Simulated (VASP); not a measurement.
Here is a VASP 6.6.1 calculation.

INCAR

```
SYSTEM = BaMg3H4
PREC = Accurate
ENCUT = 520
EDIFF = 1E-6
ISMEAR = 0
SIGMA = 0.1
LREAL = .FALSE.
LASPH = .TRUE.
NELM = 100
ALGO = Normal
ISIF = 2
LWAVE = .FALSE.
LCHARG = .TRUE.
GGA = PE
LELF = .TRUE.
LVHAR = .TRUE.
NBANDS = 20
```

KPOINTS

```
regular mesh
0
G
  6 6 2
  0 0 0
```

Contents of POSCAR:

```
BaMg3H4
1.0
    3.9497327353      0.0000000000      0.0000000000
   -1.9748663677      3.4205688869      0.0000000000
    0.0000000000      0.0000000000     10.1224935794
Ba Mg H
1 3 4
Direct
    0.0000000000      0.0000000000      0.6884271714
    0.0000000000      0.0000000000      0.1828869282
    0.3333333333      0.6666666667      0.4000357871
    0.6666666667      0.3333333333      0.9768834772
    0.0000000000      0.0000000000      0.9863890893
    0.3333333333      0.6666666667      0.1955236631
    0.0000000000      0.0000000000      0.3690321231
    0.6666666667      0.3333333333      0.7958853104
```

Potentials or basis: VASP PAW PBE potentials, release 64 (Ba_sv, Mg, H).

Run with:

```sh
$ cat potpaw_PBE.64/Ba_sv/POTCAR potpaw_PBE.64/Mg/POTCAR potpaw_PBE.64/H/POTCAR > POTCAR
$ mpirun -np 1 vasp_std > vasp.out
```

Predict the largest force.

0.059 eV/Å.

What does it give for the band gap on the k mesh?

Zero (bands 10 and 11 overlap by 1.44 eV).

Predict the pressure.

0.1 GPa.

Forces on the atoms (eV/Å):
```
Ba   0.000  0.000 -0.059
Mg   0.000  0.000  0.028
Mg   0.000  0.000  0.004
Mg   0.000  0.000 -0.005
H    0.000  0.000  0.037
H    0.000  0.000 -0.030
H    0.000  0.000 -0.010
H    0.000  0.000  0.036
```

Caveat: spin-orbit coupling is left out, which moves the levels of the heavy elements.
